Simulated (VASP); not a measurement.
KPt:

```
Pt K
1.0
     3.00085    0.00000    0.00000
    -1.50042    2.59881    0.00000
     0.00000    0.00000    5.34558
Pt K
1 1
Direct
  0.66667 0.33333 0.00000
  0.00000 0.00000 0.50000
```

Base run:

| Quantity | Value |
| --- | --- |
| Program | VASP 6.6.1 |
| Functional | r2SCAN |
| Potentials or basis | VASP PAW PBE potentials, release 64 (Pt, K_sv) |
| Cutoff | 520 eV |
| k mesh | 7 × 7 × 4 |
| Occupations | methfessel-paxton, width 0.1 eV |
| Spin | no spin polarisation |

Its results: pressure -2.4 GPa.

Problem. The run is repeated on the same cell with these changes: k mesh from 7 × 7 × 4 to 11 × 11 × 6. What comes out?

Solution. Pressure -1.9 GPa.

Caveats: the PAW data sets were made with another functional, which shifts forces and pressure a little.
